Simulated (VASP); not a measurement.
A run of VASP 6.6.1:

INCAR

```
PREC = Accurate
ENCUT = 520
EDIFF = 1E-7
ISMEAR = -1
SIGMA = 0.05
LREAL = False
LASPH = True
NELM = 80
ALGO = Normal
ISIF = 2
LWAVE = False
LCHARG = False
GGA = RE
IVDW = 13
NBANDS = 12
```

File KPOINTS:

```
regular mesh
0
Gamma
  8 8 8
```

File POSCAR:

```
Sb
1.0
    2.1535422925      1.2433482223      3.6405059253
   -2.1535422925      1.2433482223      3.6405059253
    0.0000000000     -2.4866964446      3.6405059253
Sb
2
Direct
    0.7630578716      0.7630578716      0.7630578716
    0.2369421284      0.2369421284      0.2369421284
```

Potentials or basis: VASP PAW PBE potentials, release 64 (Sb).

The run is started by

```sh
$ cat potpaw_PBE.64/Sb/POTCAR > POTCAR
$ mpirun -np 1 vasp_std > vasp.out
```

Hardware: 1 thread of AMD EPYC 9R45 96-Core Processor (Zen 5), with other jobs on the host.

**Question.** Estimate the wall time of this run.

**Answer.** Run time: 21 s on 1 thread of AMD EPYC 9R45 96-Core Processor (Zen 5), on a shared host, peak memory 0.19 GiB. Counts: scf iterations 11, k points 65.
